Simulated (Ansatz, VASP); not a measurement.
Ta2N in VASP and in Ansatz

The input INCAR:

```
ALGO = Normal
EDIFF = 1E-6
ENCUT = 520
GGA = PS
ISIF = 2
ISMEAR = 0
LASPH = True
LCHARG = False
LREAL = False
LWAVE = False
NBANDS = 20
NELM = 100
PREC = Accurate
SIGMA = 0.15
```

The input KPOINTS:

```
k-points
0
Gamma
  18 18 10
```

File POSCAR:

```
Ta2N
1.0
    3.1901197978      0.0000000000      0.0000000000
   -1.5950598989      2.7627247860      0.0000000000
    0.0000000000      0.0000000000      4.8508961645
Ta N
2 1
Direct
    0.6666666667      0.3333333333      0.7463700642
    0.3333333333      0.6666666667      0.2536299358
    0.0000000000      0.0000000000      0.0000000000
```

Input for Ansatz:

```yaml
crystal:
  lattice:
    - [3.1901197978, 0.0, 0.0]
    - [-1.5950598989, 2.762724786, 0.0]
    - [0.0, 0.0, 4.8508961645]
  atoms:
    - { symbol: Ta, position: [0.6666666667, 0.3333333333, 0.7463700642] }
    - { symbol: Ta, position: [0.3333333333, 0.6666666667, 0.2536299358] }
    - { symbol: "N", position: [0.0, 0.0, 0.0] }
basis:
  ecutwfc: 520.0
kpoints:
  mp_grid: { grid: [18, 18, 10] }
hamiltonian:
  xc: pbesol
  pseudopotentials: { kind: paw, azcp: { folder: soft_1 } }
scf:
  occupations: { method: gaussian, width: 0.15 }
output:
  forces: true
  stress: true
  eigenvalues: true
  write_density: true
  write_potential: true
  elf: true
  volumetric_format: npy
```

Alike in both runs: task single point; functional PBEsol; k mesh 18 × 18 × 10; occupations gaussian, width 0.15 eV; no spin polarisation.

```csv
,VASP,Ansatz
version,VASP 6.6.1,Ansatz 0.2.0
potentials or method,"VASP PAW PBE potentials, release 64 (Ta_pv, N), cutoff 520 eV","scalar-relativistic, plane waves, PAW"
valence electrons in the cell,27,31
```

|  | VASP | Ansatz | Ansatz less VASP |
| --- | --- | --- | --- |
| gap on the k mesh at the Fermi level (eV) | none | none | - |
| pressure (GPa) | -19.1 | -19.5 | -0.40 |
| traceless stress, the component that is largest in VASP (GPa) | 3.59 | 3.68 | +0.093 |
| rms of the force components (eV/Å) | 0.268 | 0.289 | +0.0205 |

VASP's potentials were made for PBE, not for PBEsol, and Ansatz warns of the same on its side. Atom by atom the forces differ by 0.020 eV/Å (rms over components). A gap of «none» marks a metal or a gap that the smearing closes. VASP's potentials hold 27 valence electrons a cell and Ansatz's 31, so a difference there can come from the potentials and not from the codes.

Neither program's run includes spin-orbit coupling.
